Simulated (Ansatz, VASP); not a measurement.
# LiH: VASP beside Ansatz

```
Li H
1.0
    -0.01002    2.00349    2.00349
     2.00349   -0.01002    2.00349
     1.99348    1.99348    0.00000
Li H
1 1
Cartesian
  0.0000 0.0000 0.0000
  1.9935 1.9935 2.0035
```

Change from the starting cell: xy shear strain of -1 %.

Alike in both runs: task single point; functional PBE; k mesh 14 × 14 × 14; occupations fermi-dirac, width 0.08 eV; no spin polarisation.

|  | VASP | Ansatz |
| --- | --- | --- |
| version | VASP 6.6.1 | Ansatz 0.2.0 |
| potentials or method | VASP PAW PBE potentials, release 64 (Li_sv, H), cutoff 520 eV | all-electron LAPW, scalar-relativistic |

|  | VASP | Ansatz | Ansatz less VASP |
| --- | --- | --- | --- |
| gap on the k mesh at the Fermi level (eV) | 2.98 | 2.98 | +0.006 |

Ansatz ran all-electron here, and VASP with PAW potentials.

Noted on VASP's run: the cutoff is short for stress, so the pressure is rough.
